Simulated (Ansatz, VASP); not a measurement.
**AlN in VASP and in Ansatz**

Contents of POSCAR:

```
AlN
1.0
    0.0000000000      2.0188684454      2.0188684454
    2.0188684454      0.0000000000      2.0188684454
    2.0188684454      2.0188684454      0.0000000000
Al N
1 1
Direct
    0.0000000000      0.0000000000      0.0000000000
    0.5000000000      0.5000000000      0.5000000000
```

Contents of INCAR.step1:

```
SYSTEM = AlN
PREC = Accurate ; ENCUT = 520
EDIFF = 1E-5 ; ISMEAR = 0
SIGMA = 0.01 ; LREAL = .False.
LASPH = .True. ; NELM = 80
ALGO = Normal ; ISIF = 2
LWAVE = .True. ; LCHARG = .False.
NBANDS = 11 ; GGA = PE
```

The input INCAR.step2:

```
SYSTEM = AlN
PREC = Accurate ; ENCUT = 520
EDIFF = 1E-6 ; ISMEAR = 0
SIGMA = 0.01 ; LREAL = .False.
LASPH = .True. ; NELM = 80
ALGO = Normal ; ISIF = 2
LWAVE = .False. ; LCHARG = .False.
GGA = PE ; LHFCALC = .True.
HFSCREEN = 0.2079 ; PRECFOCK = Normal
NBANDS = 11 ; ISTART = 1
```

KPOINTS

```
Automatic mesh
0
Gamma
  6 6 6
  0 0 0
```

Input for Ansatz:

```yaml
crystal:
  lattice:
    - [0.0, 2.0188684454, 2.0188684454]
    - [2.0188684454, 0.0, 2.0188684454]
    - [2.0188684454, 2.0188684454, 0.0]
  atoms:
    - { symbol: Al, position: [0.0, 0.0, 0.0] }
    - { symbol: "N", position: [0.5, 0.5, 0.5] }
kpoints:
  mp_grid: { grid: [6, 6, 6] }
hamiltonian:
  xc: hse06
scf:
  occupations: { method: fixed }
  n_extra_bands: 4
  eigensolver: { kind: dense }
output:
  forces: true
  stress: true
  eigenvalues: true
```

Alike in both runs: task single point; functional HSE06; k mesh 6 × 6 × 6; no spin polarisation.

|  | VASP | Ansatz |
| --- | --- | --- |
| version | VASP 6.6.1 | Ansatz 0.2.0 |
| potentials or method | VASP PAW PBE potentials, release 64 (Al, N) | plane waves |
| plane-wave cutoff (eV) | 520 | 420 |
| occupations | gaussian, width 0.01 eV | fixed |
| valence electrons in the cell | 8 | 8 |

|  | VASP | Ansatz | Ansatz less VASP |
| --- | --- | --- | --- |
| gap on the k mesh at the Fermi level (eV) | 6.01 | 6.08 | +0.069 |
| pressure (GPa) | -1.5 | -1.5 | -0.09 |

Ansatz's warnings: stress exchange threshold loose, stress scf threshold loose.

The k mesh is coarse, so the values compare programs but aren't converged.
